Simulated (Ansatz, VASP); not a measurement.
Two plane-wave programs on HC4

INCAR

```
PREC = Accurate
ENCUT = 520
EDIFF = 1E-6
ISMEAR = 0
SIGMA = 0.1
LREAL = False
LASPH = True
NELM = 60
ALGO = Normal
ISIF = 2
LWAVE = False
LCHARG = True
LDIPOL = True
IDIPOL = 3
DIPOL = 0.5 0.5 0.241
GGA = PE
IVDW = 12
LELF = True
LVHAR = True
LVACPOTAV = True
NBANDS = 28
```

File KPOINTS:

```
regular mesh
0
Gamma
  6 6 1
```

Contents of POSCAR:

```
HC4
1.0
    4.9313048818      0.0000000000      0.0000000000
   -2.4656524409      4.2706353015      0.0000000000
    0.0000000000      0.0000000000     18.0000331943
C H
8 2
Direct
    0.3333333333      0.1666666667      0.2222236565
    0.3333333333      0.6666666667      0.2222236565
    0.8333333333      0.1666666667      0.2222236565
    0.8333333333      0.6666666667      0.2222236565
    0.1666666667      0.3333333333      0.2222218124
    0.1666666667      0.8333333333      0.2222218124
    0.6666666667      0.3333333333      0.2222218124
    0.6666666667      0.8333333333      0.2222218124
    0.5948708557      0.4051291443      0.3183345904
    0.9051291443      0.0948708557      0.3183345904
```

Input for Ansatz:

```yaml
crystal:
  lattice:
    - [4.9313048818, 0.0, 0.0]
    - [-2.4656524409, 4.2706353015, 0.0]
    - [0.0, 0.0, 18.0000331943]
  atoms:
    - { symbol: C, position: [0.3333333333, 0.1666666667, 0.2222236565] }
    - { symbol: C, position: [0.3333333333, 0.6666666667, 0.2222236565] }
    - { symbol: C, position: [0.8333333333, 0.1666666667, 0.2222236565] }
    - { symbol: C, position: [0.8333333333, 0.6666666667, 0.2222236565] }
    - { symbol: C, position: [0.1666666667, 0.3333333333, 0.2222218124] }
    - { symbol: C, position: [0.1666666667, 0.8333333333, 0.2222218124] }
    - { symbol: C, position: [0.6666666667, 0.3333333333, 0.2222218124] }
    - { symbol: C, position: [0.6666666667, 0.8333333333, 0.2222218124] }
    - { symbol: H, position: [0.5948708557, 0.4051291443, 0.3183345904] }
    - { symbol: H, position: [0.9051291443, 0.0948708557, 0.3183345904] }
basis:
  ecutwfc: 420
kpoints:
  mp_grid: { grid: [6, 6, 1] }
hamiltonian:
  xc: pbe
  pseudopotentials: { kind: paw, azcp: { folder: soft_1 } }
  dispersion: d3bj
scf:
  occupations: { method: gaussian, width: 0.1 }
output:
  forces: true
  eigenvalues: true
efield:
  axis: 3
  dipole_correction: true
  ramp_width: 0.04
```

Alike in both runs: task single point; functional PBE; dispersion D3(BJ); k mesh 6 × 6 × 1; occupations gaussian, width 0.1 eV; no spin polarisation.

```csv
,VASP,Ansatz
version,VASP 6.6.1,Ansatz 0.2.0
potentials or method,"VASP PAW PBE potentials, release 64 (C, H), cutoff 520 eV","scalar-relativistic, plane waves, PAW"
valence electrons in the cell,34,34
```

|  | VASP | Ansatz | Ansatz less VASP |
| --- | --- | --- | --- |
| gap on the k mesh at the Fermi level (eV) | none | none | - |
| rms of the force components (eV/Å) | 0.485 | 0.485 | -0.0004 |
| work function, face that differs most (eV) | 4.16 | 4.15 | -0.002 |

Atom by atom the forces differ by 0.001 eV/Å (rms over components). A gap of «none» marks a metal or a gap that the smearing closes. Ansatz's warnings: structure snapped to symmetry.
